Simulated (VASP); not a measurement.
**Mo: single point with PBE**

System: Mo, a slab with vacuum.

```
Mo
1.0
     2.72105    0.00000    0.00000
    -0.90702    2.56543    0.00000
     0.00000    0.00000   23.88692
Mo
5
Direct
  0.50000 0.50000 0.31398
  0.00000 0.00000 0.40699
  0.50000 0.50000 0.50132
  0.00000 0.00000 0.59586
  0.50000 0.50000 0.68578
```

```
Program                : VASP 6.6.1
Task                   : single point
Functional             : PBE
Potentials or basis    : VASP PAW PBE potentials, release 64 (Mo_sv)
Cutoff                 : 520 eV
k mesh                 : 10 × 10 × 1
Occupations            : fermi-dirac, width 0.05 eV
Spin                   : no spin polarisation
Dipole correction      : yes
Further INCAR settings : ALGO = Normal; EDIFF = 1e-06; NBANDS = 43
```

| Item | Value |
| --- | --- |
| Largest force | 0.473 eV/Å |
| Band gap on the k mesh | zero (bands 35 and 36 overlap by 2.16 eV) |

Forces on the atoms (eV/Å):
```
Mo   0.000  0.000  0.452
Mo   0.000  0.000 -0.473
Mo   0.000  0.000 -0.001
Mo   0.000  0.000 -0.002
Mo   0.000  0.000  0.025
```

Levels at points of the mesh, in eV from the Fermi level:
```tsv
k point	band 32	band 33	band 34	band 35	band 36	band 37	band 38	band 39
(0.00, 0.00, 0.00)	-1.48	-1.35	-1.06	-0.93	-0.21	0.36	1.06	1.20
(0.50, 0.00, 0.00)	-0.75	-0.16	0.82	1.40	1.43	1.43	1.66	1.73
(0.50, 0.50, 0.00)	-0.49	0.48	0.60	0.74	1.31	1.50	1.76	2.51
```

Run time: 11 min on 1 thread of AMD EPYC 7R13, on a shared host, peak memory 0.31 GiB.
